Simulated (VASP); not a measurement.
# W (Im-3m) in VASP: a series of runs

The runs below take W through elastic constants, with PBE.

Everything below comes from runs of VASP 6.6.1. Logs are shortened: lines on timing, memory, paths and dates and some standing lists are left out, and cuts for length are marked.

### Step 1. The cell of the first run

It takes space group Im-3m (No. 229, cubic). Conventional cell: a = 3.085 Å, b = 3.085 Å, c = 3.085 Å, α = 90.00°, β = 90.00°, γ = 90.00°. Within 3.5 Å of W (site symmetry m-3m) lie 14 W at 2.67 to 3.08 Å.

### Step 2. Elastic constants, PBE

Input file INCAR:

```
PREC = Accurate ; ENCUT = 600
EDIFF = 1E-8 ; ISMEAR = -1
SIGMA = 0.15 ; LREAL = False
LASPH = True ; NELM = 80
ALGO = Fast ; ISIF = 3
LWAVE = False ; LCHARG = False
GGA = PE ; IBRION = 6
NFREE = 2 ; POTIM = 0.015
NSW = 1
```

Input file KPOINTS:

```
Automatic mesh
0
Gamma
  20 20 20
```

Input file POSCAR:

```
W
1.0
   -1.5422827445      1.5422827445      1.5422827445
    1.5422827445     -1.5422827445      1.5422827445
    1.5422827445      1.5422827445     -1.5422827445
W
1
Direct
    0.0000000000      0.0000000000      0.0000000000
```

Potentials or basis: VASP PAW PBE potentials, release 64 (W_sv).

On the command line:

```console
$ cat potpaw_PBE.64/W_sv/POTCAR > POTCAR
$ mpirun -np 1 vasp_std > vasp.out
```

OUTCAR:

```text
PREC = Accurate
   ENCUT = 600
   EDIFF = 1E-8
   ISMEAR = -1
   LREAL = False
   LASPH = True
   NELM = 80
   ISIF = 3
   GGA = PE
   IBRION = 6
   NFREE = 2
   POTIM = 0.015
   NSW = 1

 ion  position               nearest neighbor table
   1  0.000  0.000  0.000-

  LATTYP: Found a body centered cubic cell.
 ALAT       =     3.0845654890

  Lattice vectors:

 A1 = (  -1.5422827445,   1.5422827445,   1.5422827445)
 A2 = (   1.5422827445,  -1.5422827445,   1.5422827445)
 A3 = (   1.5422827445,   1.5422827445,  -1.5422827445)

Analysis of symmetry for initial positions (statically):
=====================================================================
 Subroutine PRICEL returns:
 Original cell was already a primitive cell.

 Routine SETGRP: Setting up the symmetry group for a
 body centered cubic supercell.

 Subroutine GETGRP returns: Found 48 space group operations
 (whereof 48 operations were pure point group operations)
 out of a pool of 48 trial point group operations.

The static configuration has the point symmetry O_h .

Analysis of symmetry for dynamics (positions and initial velocities):
=====================================================================
 Subroutine PRICEL returns:
 Original cell was already a primitive cell.

 Routine SETGRP: Setting up the symmetry group for a
 body centered cubic supercell.

 Subroutine GETGRP returns: Found 48 space group operations
 (whereof 48 operations were pure point group operations)
 out of a pool of 48 trial point group operations.

The dynamic configuration has the point symmetry O_h .

 Subroutine INISYM returns: Found 48 space group operations
 (whereof 48 operations are pure point group operations),
 and found     1 'primitive' translations

----------------------------------------------------------------------------------------

                                     Primitive cell

  volume of cell :      14.6741

  direct lattice vectors                    reciprocal lattice vectors
    -1.542282745  1.542282745  1.542282745     0.000000000  0.324194770  0.324194770
     1.542282745 -1.542282745  1.542282745     0.324194770  0.000000000  0.324194770
     1.542282745  1.542282745 -1.542282745     0.324194770  0.324194770  0.000000000

  length of vectors
     2.671312073  2.671312073  2.671312073     0.458480641  0.458480641  0.458480641

  position of ions in fractional coordinates (direct lattice)
     0.000000000  0.000000000  0.000000000

  ion indices of the primitive-cell ions
   primitive index   ion index
                 1           1

----------------------------------------------------------------------------------------

 KPOINTS: Automatic mesh

Automatic generation of k-mesh.
 Grid dimensions read from file:
 generate k-points for:   20   20   20

 Generating k-lattice:

  Cartesian coordinates                     Fractional coordinates (reciprocal lattice)
     0.000000000  0.016209739  0.016209739     0.050000000  0.000000000  0.000000000
     0.016209739  0.000000000  0.016209739     0.000000000  0.050000000  0.000000000
     0.016209739  0.016209739  0.000000000     0.000000000  0.000000000  0.050000000

  Length of vectors
     0.022924032  0.022924032  0.022924032

  Shift w.r.t. Gamma in fractional coordinates (k-lattice)
     0.000000000  0.000000000  0.000000000
[... 97 lines left out ...]
  ext. energy  EPLUGINS =         0.00000000
  ---------------------------------------------------
  free energy    TOTEN  =       -12.81886978 eV

  energy without entropy =      -12.78652376  energy(sigma->0) =      -12.80269677

------------------------ aborting loop because EDIFF is reached ----------------------------------------

  FORCE on cell =-STRESS in cart. coord.  units (eV):
  Direction    XX          YY          ZZ          XY          YZ          ZX
  --------------------------------------------------------------------------------------
  -------------------------------------------------------------------------------------
  Total        3.3043302      3.3043302      3.3043302     -0.0000000     -0.0000000     -0.0000000
  in kB      360.7796534    360.7796534    360.7796534     -0.0000000     -0.0000000     -0.0000000
  external PRESSURE =     360.7796534 kB  Pullay stress =       0.0000000 kB
[... 86 lines left out ...]
  FREE ENERGIE OF THE ION-ELECTRON SYSTEM (eV)
  ---------------------------------------------------
  free  energy   TOTEN  =       -12.7617068681 eV

  energy  without entropy=      -12.7292382421  energy(sigma->0) =      -12.74547256

[... ionic steps 4 to 12 ...]

--------------------------------------- Ionic step       13  -------------------------------------------

 number of electron      14.0000000 magnetization

------------------------ aborting loop because EDIFF is reached ----------------------------------------
[... 65 lines left out ...]
--------------------------------------- Ionic step       15  -------------------------------------------

 number of electron      14.0000000 magnetization

 Free energy of the ion-electron system (eV)
  ---------------------------------------------------
  ext. energy  EPLUGINS =         0.00000000
  ---------------------------------------------------
  free energy    TOTEN  =       -12.81886982 eV

  energy without entropy =      -12.78652345  energy(sigma->0) =      -12.80269664

 E-fermi :  12.6212     XC(G=0): -14.0833

 val. band max:       12.6095607901   @ k =  -0.2500   0.3500   0.1500
 cond. band min:      12.6349880735   @ k =   0.5000   0.5000   0.2000
 fundamental gap:      0.0254272835
 Fermi energy:        12.6211860944

 k-point     1 :       0.0000    0.0000    0.0000
  band No.  band energies     occupation
      1     -61.4948      2.00000
      2     -24.9240      2.00000
      3     -24.9240      2.00000
      4     -24.9240      2.00000
      5       2.5393      2.00000
      6      11.2281      1.99981
      7      11.2281      1.99981
      8      11.2281      1.99981
      9      15.0416      0.00000
     10      15.0416      0.00000
     11      27.2799      0.00000
[... 309 lines left out ...]
 k-point    24 :       0.2500    0.1000    0.0000
  band No.  band energies     occupation
      1     -61.3642      2.00000
      2     -26.0578      2.00000
      3     -25.2965      2.00000
      4     -24.9908      2.00000
      5       5.9987      2.00000
      6       9.4148      2.00000
      7      10.3215      2.00000
      8      14.2277      0.00004
      9      15.7604      0.00000
     10      16.1294      0.00000
     11      27.1484      0.00000

 [... further k-points ...]

------------------------ aborting loop because EDIFF is reached ----------------------------------------

  FORCE on cell =-STRESS in cart. coord.  units (eV):
  Direction    XX          YY          ZZ          XY          YZ          ZX
  --------------------------------------------------------------------------------------
  -------------------------------------------------------------------------------------
  Total        3.3055650      3.3055650      3.3055650      0.0000000      0.0000000      0.0000000
  in kB      360.9144747    360.9144747    360.9144747      0.0000000      0.0000000      0.0000000
  external PRESSURE =     360.9144747 kB  Pullay stress =       0.0000000 kB
[... 16 lines left out ...]
  FREE ENERGIE OF THE ION-ELECTRON SYSTEM (eV)
  ---------------------------------------------------
  free  energy   TOTEN  =       -12.8188698229 eV

  energy  without entropy=      -12.7865234494  energy(sigma->0) =      -12.80269664

 INTERNAL STRAIN TENSORS FROM STRAINED CELLS
 ============================================

 INTERNAL STRAIN TENSOR FOR ION    1 for displacements in x,y,z  (eV/Angst):
          X           Y           Z          XY          YZ          ZX
  --------------------------------------------------------------------------------
  x    -0.00000    -0.00000    -0.00000    -0.00000     0.00000    -0.00000
  y    -0.00000     0.00000    -0.00000    -0.00000    -0.00000     0.00000
  z    -0.00000    -0.00000    -0.00000    -0.00000     0.00000    -0.00000

 INTERNAL STRAIN TENSORS FROM DISPLACED ATOMS
 ============================================

 INTERNAL STRAIN TENSOR FOR ION    1 for displacements in x,y,z  (eV/Angst):
          X           Y           Z          XY          YZ          ZX
  --------------------------------------------------------------------------------
  x     0.00000     0.00000     0.00000     0.00000     0.00000     0.00000
  y     0.00000     0.00000     0.00000     0.00000     0.00000     0.00000
  z     0.00000     0.00000     0.00000     0.00000     0.00000     0.00000

 Eigenvectors and eigenvalues of the dynamical matrix
 ----------------------------------------------------

   1 f/i=    0.000000 THz     0.000000 2PiTHz    0.000000 cm-1     0.000000 meV
             X         Y         Z           dx          dy          dz
      0.000000  0.000000  0.000000     1.000000    0.000000    0.000000

   2 f/i=    0.000000 THz     0.000000 2PiTHz    0.000000 cm-1     0.000000 meV
             X         Y         Z           dx          dy          dz
      0.000000  0.000000  0.000000     0.000000    1.000000    0.000000

   3 f/i=    0.000000 THz     0.000000 2PiTHz    0.000000 cm-1     0.000000 meV
             X         Y         Z           dx          dy          dz
      0.000000  0.000000  0.000000     0.000000    0.000000    1.000000

--------------------------------------------------------------------------------------------------------

 ELASTIC MODULI CONTR FROM IONIC RELAXATION (kBar)
 Direction    XX          YY          ZZ          XY          YZ          ZX
 --------------------------------------------------------------------------------
 XX           0.0000      0.0000      0.0000      0.0000      0.0000      0.0000
 YY           0.0000      0.0000      0.0000      0.0000      0.0000      0.0000
 ZZ           0.0000      0.0000      0.0000      0.0000      0.0000      0.0000
 XY           0.0000      0.0000      0.0000      0.0000      0.0000      0.0000
 YZ           0.0000      0.0000      0.0000      0.0000      0.0000      0.0000
 ZX           0.0000      0.0000      0.0000      0.0000      0.0000      0.0000
 --------------------------------------------------------------------------------

 TOTAL ELASTIC MODULI (kBar)
 Direction    XX          YY          ZZ          XY          YZ          ZX
 --------------------------------------------------------------------------------
 XX        6793.8994   2777.7241   2777.7241      0.0000     -0.0000      0.0000
 YY        2777.7241   6793.8994   2777.7241     -0.0000     -0.0000      0.0000
 ZZ        2777.7241   2777.7241   6793.8994     -0.0000     -0.0000      0.0000
 XY           0.0000     -0.0000     -0.0000   2005.9996      0.0000      0.0000
 YZ          -0.0000     -0.0000     -0.0000      0.0000   2005.9996      0.0000
 ZX           0.0000      0.0000      0.0000      0.0000      0.0000   2005.9996
 --------------------------------------------------------------------------------
```

It took 41 min on 1 thread of Intel Xeon 8259CL, shared host; peak memory 0.77 GiB.

Results:

```
Elastic constants C11, C12, C44 : 679, 278, 201 GPa
Voigt bulk modulus              : 412 GPa
```

Elastic tensor in Voigt notation (GPa, in the Cartesian axes of the cell as first typed):
```
679 278 278   0   0   0
278 679 278   0   0   0
278 278 679   0   0   0
  0   0   0 201   0   0
  0   0   0   0 201   0
  0   0   0   0   0 201
```

Clamped-ion elastic tensor (GPa):
```
679 278 278   0   0   0
278 679 278   0   0   0
278 278 679   0   0   0
  0   0   0 201   0   0
  0   0   0   0 201   0
  0   0   0   0   0 201
```

Caveat: the cell is under stress, which shifts elastic constants; spin-orbit coupling is left out, which moves the levels of the heavy elements.

### Step 3. Elastic constants, PBE

This run uses another cell than the first one, of 15.30 Å³/atom.

Input file INCAR:

```
SYSTEM = W
  PREC = Accurate
  ENCUT = 600
  EDIFF = 1E-8
  ISMEAR = -1
  SIGMA = 0.15
  LREAL = .False.
  LASPH = .True.
  NELM = 60
  ALGO = Fast
  ISIF = 3
  LWAVE = .False.
  LCHARG = .True.
  GGA = PE
  IBRION = 6
  NFREE = 2
  POTIM = 0.015
  NSW = 1
```

Input file KPOINTS:

```
regular mesh
0
Gamma
  20 20 20
  0 0 0
```

Input file POSCAR:

```
W
1.0
   -1.5639030704      1.5639030704      1.5639030704
    1.5639030704     -1.5639030704      1.5639030704
    1.5639030704      1.5639030704     -1.5639030704
W
1
Direct
    0.0000000000      0.0000000000      0.0000000000
```

Potentials or basis: VASP PAW PBE potentials, release 64 (W_sv).

On the command line:

```console
$ cat potpaw_PBE.64/W_sv/POTCAR > POTCAR
$ mpirun -np 1 vasp_std > vasp.out
```

Run time: 44 min. Hardware: 1 thread of Intel Xeon 8259CL, shared host; peak memory 0.79 GiB.

The run converged. Its results:

```yaml
Elastic_constants_C11_C12_C44: 605, 241, 175 GPa
Voigt_bulk_modulus: 363 GPa
```

Elastic tensor in Voigt notation (GPa, in the Cartesian axes of the cell as first typed):
```
605 241 241   0   0   0
241 605 241   0   0   0
241 241 605   0   0   0
  0   0   0 175   0   0
  0   0   0   0 175   0
  0   0   0   0   0 175
```

Clamped-ion elastic tensor (GPa):
```
605 241 241   0   0   0
241 605 241   0   0   0
241 241 605   0   0   0
  0   0   0 175   0   0
  0   0   0   0 175   0
  0   0   0   0   0 175
```

Caveat: the cell is under stress, which shifts elastic constants; spin-orbit coupling is left out, which moves the levels of the heavy elements.
